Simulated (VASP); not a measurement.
A run of VASP 6.6.1 is set up as follows.

INCAR

```
SYSTEM = Ag
PREC = Accurate
ENCUT = 600
EDIFF = 1E-7
ISMEAR = -1
SIGMA = 0.05
LREAL = .False.
LASPH = .True.
NELM = 60
ALGO = Normal
ISIF = 3
LWAVE = .False.
LCHARG = .False.
GGA = RP
IVDW = 12
IBRION = 2
NSW = 60
EDIFFG = -0.01
```

File KPOINTS:

```
regular mesh
0
Gamma
  11 11 11
  0 0 0
```

File POSCAR:

```
Ag
1.0
   -1.6556540000      1.6556540000      1.6556540000
    1.6556540000     -1.6556540000      1.6556540000
    1.6556540000      1.6556540000     -1.6556540000
Ag
1
Direct
    0.0000000000      0.0000000000      0.0000000000
```

Potentials or basis: VASP PAW PBE potentials, release 64 (Ag).

The run is started by

```bash
$ cat potpaw_PBE.64/Ag/POTCAR > POTCAR
$ mpirun -np 1 vasp_std > vasp.out
```

Q: What does it give for the relaxed volume?

A: 14.20 Å³/atom.

Q: Predict the relaxed cell.

A: a = 2.642 Å, b = 2.642 Å, c = 2.642 Å, α = 109.47°, β = 109.47°, γ = 109.47°.

Step by step:
| step | energy change (eV) | largest force (eV/Å) | pressure (GPa) | volume (Å³) |
| --- | --- | --- | --- | --- |
| 1 | 0.0000 | 0.0000 | -28.92 | 18.15 |
| 2 | 0.5271 | 0.0000 | 123.72 | 10.83 |
| 3 | -0.4602 | 0.0000 | -3.51 | 14.44 |
| 4 | -0.4624 | 0.0000 | -1.38 | 14.29 |
| 5 | -0.4628 | 0.0000 | 0.01 | 14.20 |

Caveat: the volume moved by over 15 % at a fixed basis, so the end points are rough; the PAW data sets were made with another functional, which shifts forces and pressure a little; pairwise dispersion overbinds metals, which lowers pressure and volume.
